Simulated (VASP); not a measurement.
Runs of VASP 6.6.1 on PbO (Litharge). It takes space group P4/nmm (No. 129, tetragonal). The conventional cell has a = 3.990 Å, b = 3.990 Å, c = 5.010 Å, α = 90.00°, β = 90.00°, γ = 90.00°. Pb (site symmetry 4mm) has 4 O at 2.33 Å within 3.1 Å. Within 3.1 Å of O (site symmetry -4m2) lie 4 Pb at 2.33 Å and 4 O at 2.82 Å. 

```tsv
level	gap on the mesh (eV)	pressure (GPa)	largest force (eV/Å)
revPBE	1.20	(a)	0.14
PBEsol	(b)	-0.8	0.29
RPBE	1.21	5.7	0.19
BLYP	1.26	7.0	0.32
PBE	1.16	3.1	0.03
```

Alike in all rows: task single point; potentials or basis VASP PAW PBE potentials, release 64 (Pb_d, O); no spin polarisation; cell as given; k mesh 4 × 4 × 3; cutoff (eV) 520; smearing gaussian 0.01 eV.

Q: Fill in the values left out.

A: (a) 5.0; (b) 1.10.

Caveats: spin-orbit coupling is left out, which moves the levels of the heavy elements; the PAW data sets were made with another functional, which shifts forces and pressure a little (some runs).

A k mesh can miss the band edges, and the runs leave out spin-orbit coupling on Pb.
